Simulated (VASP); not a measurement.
Wanted: the native input for a VASP 6.6.1 run.

```yaml
Task: single point
Functional: r2SCAN
Potentials_or_basis: VASP PAW PBE potentials, release 64 (Ge_d, S)
Cutoff: 520 eV
k_mesh: 12 × 12 × 12
Occupations: gaussian, width 0.1 eV
Spin: no spin polarisation
Dipole_correction: no
Further_INCAR_settings: ALGO = Normal; EDIFF = 1e-06; NBANDS = 32
```

The system is Ge3S.

```xyz
4
Lattice="4.2371 0.0000 0.0000 0.0000 4.2371 0.0000 0.0000 0.0000 4.2371" Properties=species:S:1:pos:R:3 pbc="T T T"
Ge    0.0000    2.1185    2.1185
Ge    2.1185    0.0000    2.1185
Ge    2.1185    2.1185    0.0000
S     0.0000    0.0000    0.0000
```

These files were run (other wordings do the same):

POSCAR

```
Ge3S
1.0
    4.2370948994      0.0000000000      0.0000000000
    0.0000000000      4.2370948994      0.0000000000
    0.0000000000      0.0000000000      4.2370948994
Ge S
3 1
Direct
    0.0000000000      0.5000000000      0.5000000000
    0.5000000000      0.0000000000      0.5000000000
    0.5000000000      0.5000000000      0.0000000000
    0.0000000000      0.0000000000      0.0000000000
```

INCAR.step1

```
  PREC = Accurate
  ENCUT = 520
  ISMEAR = 0
  SIGMA = 0.1
  LREAL = F
  LASPH = T
  NELM = 100
  NBANDS = 32
  GGA = PE
  ALGO = Normal
  EDIFF = 1E-4
  LWAVE = T
  LCHARG = F
```

INCAR.step2

```
  PREC = Accurate
  ENCUT = 520
  EDIFF = 1E-6
  ISMEAR = 0
  SIGMA = 0.1
  LREAL = F
  LASPH = T
  NELM = 100
  ALGO = Normal
  ISIF = 2
  LWAVE = F
  LCHARG = F
  METAGGA = R2SCAN
  LMIXTAU = T
  NBANDS = 32
  ISTART = 1
```

KPOINTS

```
Automatic mesh
0
Gamma
  12 12 12
```

Potentials or basis: VASP PAW PBE potentials, release 64 (Ge_d, S).

Command:

```console
$ cat potpaw_PBE.64/Ge_d/POTCAR potpaw_PBE.64/S/POTCAR > POTCAR
$ cp INCAR.step1 INCAR
$ mpirun -np 1 vasp_std > vasp.out
$ cp INCAR.step2 INCAR
$ mpirun -np 1 vasp_std > vasp.out
```

Results of the run:

- Pressure: -0.1 GPa
- Band gap on the k mesh: zero (bands 24 and 25 overlap by 3.11 eV)

Caveat: the PAW data sets were made with another functional, which shifts forces and pressure a little.

Run time: 2.6 min on 1 thread of Intel(R) Xeon(R) 6975P-C (Granite Rapids), on a shared host, peak memory 0.29 GiB.
